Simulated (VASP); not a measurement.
# Ge in VASP: further runs, part 2 of 2

VASP 6.6.1.

## 3. Single point, r2SCAN

This run uses another cell than the first one, of 22.84 Å³/atom, 0.979 times its volume.

POSCAR reads:

```
Ge
1.0
    2.8374271074      2.8374271074      0.0000000000
   -2.8374271074      2.8374271074      0.0000000000
    0.0000000000      0.0000000000      5.6748542148
Ge
4
Direct
    0.0000000000      0.0000000000      0.5000000000
    0.5000000000      0.5000000000      0.0000000000
    0.5000000000      0.0000000000      0.7500000000
    0.0000000000      0.5000000000      0.2500000000
```

INCAR.step1 reads:

```
SYSTEM = Ge
ALGO = Normal
EDIFF = 1E-4
ENCUT = 520
GGA = PE
ISMEAR = 0
LASPH = .TRUE.
LCHARG = .FALSE.
LREAL = .FALSE.
LWAVE = .TRUE.
NBANDS = 36
NELM = 80
PREC = Accurate
SIGMA = 0.1
```

INCAR.step2 reads:

```
SYSTEM = Ge
ALGO = Normal
EDIFF = 1E-6
ENCUT = 520
ISIF = 2
ISMEAR = 0
ISTART = 1
LASPH = .TRUE.
LCHARG = .FALSE.
LMIXTAU = .TRUE.
LREAL = .FALSE.
LWAVE = .FALSE.
METAGGA = R2SCAN
NBANDS = 36
NELM = 80
PREC = Accurate
SIGMA = 0.1
```

KPOINTS reads:

```
k-points
0
G
  10 10 8
  0 0 0
```

Potentials or basis: VASP PAW PBE potentials, release 64 (Ge_d).

Launch:

```
> cat potpaw_PBE.64/Ge_d/POTCAR > POTCAR
> cp INCAR.step1 INCAR
> mpirun -np 1 vasp_std > vasp.out
> cp INCAR.step2 INCAR
> mpirun -np 1 vasp_std > vasp.out
```

OUTCAR:

```text
SYSTEM = Ge
   EDIFF = 1E-6
   ENCUT = 520
   ISIF = 2
   ISMEAR = 0
   ISTART = 1
   LASPH = .TRUE.
   LREAL = .FALSE.
   METAGGA = R2SCAN
   NELM = 80
   PREC = Accurate

 ion  position               nearest neighbor table
   1  0.000  0.000  0.500-   3 2.46   4 2.46   4 2.46   3 2.46
   2  0.500  0.500  0.000-   3 2.46   4 2.46   3 2.46   4 2.46
   3  0.500  0.000  0.750-   1 2.46   2 2.46   2 2.46   1 2.46
   4  0.000  0.500  0.250-   1 2.46   2 2.46   1 2.46   2 2.46

  LATTYP: Found a simple tetragonal cell.
 ALAT       =     4.0127278975
 C/A-ratio  =     1.4142135624

  Lattice vectors:

 A1 = (   2.8374271074,   2.8374271074,   0.0000000000)
 A2 = (  -2.8374271074,   2.8374271074,   0.0000000000)
 A3 = (   0.0000000000,   0.0000000000,   5.6748542148)

Analysis of symmetry for initial positions (statically):
=====================================================================
 Subroutine PRICEL returns following result:

  LATTYP: Found a face centered cubic cell.
 ALAT       =     5.6748542148

  Lattice vectors:

 A1 = (   0.0000000000,  -2.8374271074,  -2.8374271074)
 A2 = (   2.8374271074,   0.0000000000,  -2.8374271074)
 A3 = (   2.8374271074,  -2.8374271074,   0.0000000000)

   2 primitive cells build up your supercell.

 Routine SETGRP: Setting up the symmetry group for a
 simple tetragonal supercell.

 Subroutine GETGRP returns: Found 16 space group operations
 (whereof  8 operations were pure point group operations)
 out of a pool of 16 trial point group operations.

The static configuration has the point symmetry D_2d.
 The point group associated with its full space group is D_4h.

Analysis of symmetry for dynamics (positions and initial velocities):
=====================================================================
 Subroutine PRICEL returns following result:

  LATTYP: Found a face centered cubic cell.
 ALAT       =     5.6748542148

  Lattice vectors:

 A1 = (   0.0000000000,  -2.8374271074,  -2.8374271074)
 A2 = (   2.8374271074,   0.0000000000,  -2.8374271074)
 A3 = (   2.8374271074,  -2.8374271074,   0.0000000000)

   2 primitive cells build up your supercell.

 Routine SETGRP: Setting up the symmetry group for a
 simple tetragonal supercell.

 Subroutine GETGRP returns: Found 16 space group operations
 (whereof  8 operations were pure point group operations)
 out of a pool of 16 trial point group operations.

The dynamic configuration has the point symmetry D_2d.
 The point group associated with its full space group is D_4h.

 Subroutine INISYM returns: Found 16 space group operations
 (whereof  8 operations are pure point group operations),
 and found     2 'primitive' translations

----------------------------------------------------------------------------------------

                                     Primitive cell

  volume of cell :      45.6882

  direct lattice vectors                    reciprocal lattice vectors
     0.000000000 -2.837427107 -2.837427107    -0.176215981 -0.176215981 -0.176215981
     2.837427107  0.000000000 -2.837427107     0.176215981  0.176215981 -0.176215981
     2.837427107 -2.837427107  0.000000000     0.176215981 -0.176215981  0.176215981

  length of vectors
     4.012727898  4.012727898  4.012727898     0.305215031  0.305215031  0.305215031
[... 24 lines left out ...]

  Length of vectors
     0.024920703  0.024920703  0.022026998

  Shift w.r.t. Gamma in fractional coordinates (k-lattice)
     0.000000000  0.000000000  0.000000000

 Subroutine IBZKPT returns following result:
 ===========================================

 Found    105 irreducible k-points:

 Following reciprocal coordinates:
            Coordinates               Weight
  0.000000  0.000000  0.000000      1.000000
  0.100000  0.000000  0.000000      4.000000
  0.200000  0.000000  0.000000      4.000000
  0.300000  0.000000  0.000000      4.000000
  0.400000  0.000000  0.000000      4.000000
  0.500000  0.000000  0.000000      2.000000
[... 16 lines left out ...]
  0.100000  0.000000  0.125000      8.000000
  0.200000  0.000000  0.125000      8.000000
 [... further k-points ...]
   k-points           NKPTS =    105   k-points in BZ     NKDIM =    105   number of bands    NBANDS=     36
   number of dos      NEDOS =    301   number of ions     NIONS =      4
   total plane-waves  NPLWV =  37800
   dimension x,y,z NGX =    30 NGY =   30 NGZ =   42
   dimension x,y,z NGXF=    60 NGYF=   60 NGZF=   84
   ions per type =               4
   NGX,Y,Z   is equivalent  to a cutoff of  12.43, 12.43, 12.30 a.u.
   NGXF,Y,Z  is equivalent  to a cutoff of  24.86, 24.86, 24.61 a.u.
 SYSTEM =  Ge
   PREC   = accura    normal or accurate (medium, high low for compatibility)
   ISTART =      1    job   : 0-new  1-cont  2-samecut
   ICHARG =      0    charge: 1-file 2-atom 10-const
   ISPIN  =      1    spin polarized calculation?
   LNONCOLLINEAR =      F non collinear calculations
   LSORBIT =      F    spin-orbit coupling
   LASPH  =      T    aspherical Exc in radial PAW
   ENCUT  =  520.0 eV  38.22 Ry    6.18 a.u.   7.46  7.46 10.55*2*pi/ulx,y,z
   NELM   =     80;   NELMIN=  2; NELMDL=  0     # of ELM steps
   EDIFF  = 0.1E-05   stopping-criterion for ELM
   LREAL  =      F    real-space projection
   EDIFFG = 0.1E-04   stopping-criterion for IOM
   NSW    =      0    number of steps for IOM
   IBRION =     -1    ionic relax: 0-MD 1-quasi-New 2-CG
   NFREE  =      0    steps in history (QN), initial steepest desc. (CG)
   ISIF   =      2    stress and relaxation
   ISYM   =      2    0-nonsym 1-usesym 2-fastsym
   POTIM  = 0.5000    time-step for ionic-motion
   TEBEG  =    0.0;   TEEND  =   0.0 temperature during run
   PSTRESS=    0.0 pullay stress
   NELECT =      56.0000    total number of electrons
   NUPDOWN=      -1.0000    fix difference up-down
   EMIN   =  10.00;   EMAX   =-10.00  energy-range for DOS
   EFERMI =   0.00;   METHOD = LEGACY
   ISMEAR =     0;   SIGMA  =   0.10  broadening in eV -4-tet -1-fermi 0-gaus
   EFERMI_NEDOS =   21; number of points for ismear=-14 and -15
   IALGO  =     38    algorithm
   IMIX   =      4    mixing-type and parameters
     AMIX     =   0.40;   BMIX     =  1.00
     AMIX_MAG =   1.60;   BMIX_MAG =  1.00
  volume/ion in A,a.u.               =      22.84       154.16
  Fermi-wavevector in a.u.,A,eV,Ry     =   1.390570  2.627796 26.309373  1.933684
  Thomas-Fermi vector in A             =   2.514492
   LORBIT       =      0    0 simple, 1 ext, 2 COOP (PROOUT), +10 PAW based schemes
   METAGGA = R2SCAN    functional components
   LHFCALC =     F    Hartree Fock is set to
   AEXX    =    0.0000 exact exchange contribution
   IVDW    =     0    specifies the selected vdW correction
   LEPSILON=     F    determine dielectric tensor
   LRPA    =     F    only Hartree local field effects (RPA)
 non-spin polarized calculation
 Gauss-broadening in eV      SIGMA  =   0.10
  energy-cutoff  :      520.00
  volume of cell :       91.38
 maximum number of plane-waves:      2486
 NGX is ok and might be reduce to    30
   NGX = 15   NGY = 15   NGZ = 21

 number of electron      55.9999874 magnetization

 Free energy of the ion-electron system (eV)
  ---------------------------------------------------
  ext. energy  EPLUGINS =         0.00000000
  ---------------------------------------------------
  free energy    TOTEN  =       -55.48970944 eV

  energy without entropy =      -55.48968824  energy(sigma->0) =      -55.48969884

 E-fermi :   4.8863     XC(G=0): -10.7726

 val. band max:        4.7123702042   @ k =   0.0000   0.0000   0.0000
 cond. band min:       5.0299001471   @ k =   0.0000   0.0000   0.0000
 fundamental gap:      0.3175299429
 Fermi energy:         4.8862786513

 k-point     1 :       0.0000    0.0000    0.0000
  band No.  band energies     occupation
      1     -20.8040      2.00000
      2     -20.8040      2.00000
      3     -20.7696      2.00000
      4     -20.7696      2.00000
      5     -20.7692      2.00000
      6     -20.7310      2.00000
[... 925 lines left out ...]
     35      12.1257      0.00000
     36      12.6454      0.00000

 [... further k-points ...]
[... 5 lines left out ...]
  --------------------------------------------------------------------------------------
  -------------------------------------------------------------------------------------
  Total        0.0402107      0.0402107      0.0218072      0.0000000      0.0000000      0.0000000
  in kB        0.7050463      0.7050463      0.3823639      0.0000000      0.0000000      0.0000000
  external PRESSURE =       0.5974855 kB  Pullay stress =       0.0000000 kB

 VOLUME and BASIS-vectors are now :
 -----------------------------------------------------------------------------
  energy-cutoff  :      520.00
  volume of cell :       91.38
      direct lattice vectors                 reciprocal lattice vectors
     2.837427107  2.837427107  0.000000000     0.176215981  0.176215981  0.000000000
    -2.837427107  2.837427107  0.000000000    -0.176215981  0.176215981  0.000000000
     0.000000000  0.000000000  5.674854215     0.000000000  0.000000000  0.176215981

 POSITION                                       TOTAL-FORCE (eV/Angst)
 -----------------------------------------------------------------------------------
      0.00000      0.00000      2.83743         0.000000      0.000000      0.000000
      0.00000      2.83743      0.00000        -0.000000     -0.000000      0.000000
      1.41871      1.41871      4.25614         0.000000      0.000000     -0.000000
     -1.41871      1.41871      1.41871        -0.000000     -0.000000     -0.000000
 -----------------------------------------------------------------------------------
    total drift:                               -0.000000      0.000000      0.000000

  FREE ENERGIE OF THE ION-ELECTRON SYSTEM (eV)
  ---------------------------------------------------
  free  energy   TOTEN  =       -55.4897094408 eV

  energy  without entropy=      -55.4896882387  energy(sigma->0) =      -55.48969884
```

Run time: 10 min. Hardware: 1 thread of Intel Xeon Platinum 8488C (Sapphire Rapids), shared host; peak memory 0.36 GiB.

Results:

| Quantity | Value |
| --- | --- |
| Free energy | -55.4897 eV |
| Pressure | 0.1 GPa |
| Band gap on the k mesh | 0.32 eV |

Levels at points of the mesh, in eV from the valence-band top:
```
           k point  band 25  band 26  band 27  band 28  band 29  band 30  band 31  band 32
(0.00, 0.00, 0.00)    -3.19     0.00     0.00     0.00     0.32     0.98     0.98     2.71
(0.50, 0.00, 0.00)    -3.96    -3.96    -1.57    -1.57     2.21     2.21     5.06     5.06
(0.50, 0.50, 0.00)    -3.19    -3.19    -3.19    -3.19     0.98     0.98     0.98     0.98
(0.00, 0.00, 0.50)    -2.11    -2.11    -2.11    -2.11     1.22     1.22     3.03     3.03
(0.50, 0.00, 0.50)    -1.47    -1.47    -1.47    -1.47     0.41     0.41     3.99     3.99
(0.50, 0.50, 0.50)    -4.01    -4.01    -4.01    -4.01     4.64     4.64     4.64     4.64
```

Caveat: the PAW data sets were made with another functional, which shifts forces and pressure a little.
